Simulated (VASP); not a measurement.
A run of VASP 6.6.1 is set up as follows.

The input INCAR:

```
ALGO = Normal
EDIFF = 1E-6
ENCUT = 520
GGA = PE
ISIF = 2
ISMEAR = 0
LASPH = T
LCHARG = F
LREAL = F
LWAVE = F
NBANDS = 46
NELM = 60
PREC = Accurate
SIGMA = 0.05
```

The input KPOINTS:

```
k-points
0
Gamma
  12 12 2
```

Contents of POSCAR:

```
ZnS
1.0
    3.8467234434      0.0000000000      0.0000000000
   -1.9233617217      3.3313602233      0.0000000000
    0.0000000000      0.0000000000     12.5902250239
Zn S
4 4
Direct
    0.0000000000      0.0000000000      0.0018062866
    0.0000000000      0.0000000000      0.4982944072
    0.3333333333      0.6666666667      0.2512325830
    0.6666666667      0.3333333333      0.7488164444
    0.0000000000      0.0000000000      0.1813326955
    0.0000000000      0.0000000000      0.6932467001
    0.3333333333      0.6666666667      0.4376359310
    0.6666666667      0.3333333333      0.9376349520
```

Potentials or basis: VASP PAW PBE potentials, release 64 (Zn, S).

Launch:

```sh
$ cat potpaw_PBE.64/Zn/POTCAR potpaw_PBE.64/S/POTCAR > POTCAR
$ mpirun -np 1 vasp_std > vasp.out
```

(1) Predict the band gap on the k mesh.

(2) What does it give for the pressure?

(3) Estimate the largest force.

## Answers

(1) 1.92 eV.

(2) 0.3 GPa.

(3) 1.058 eV/Å.

Caveat: the cell differs from its parent crystal (atoms displaced along a vibrational mode); forces of over 1 eV/Å act on the atoms, so gaps and moduli don't describe the material at rest.
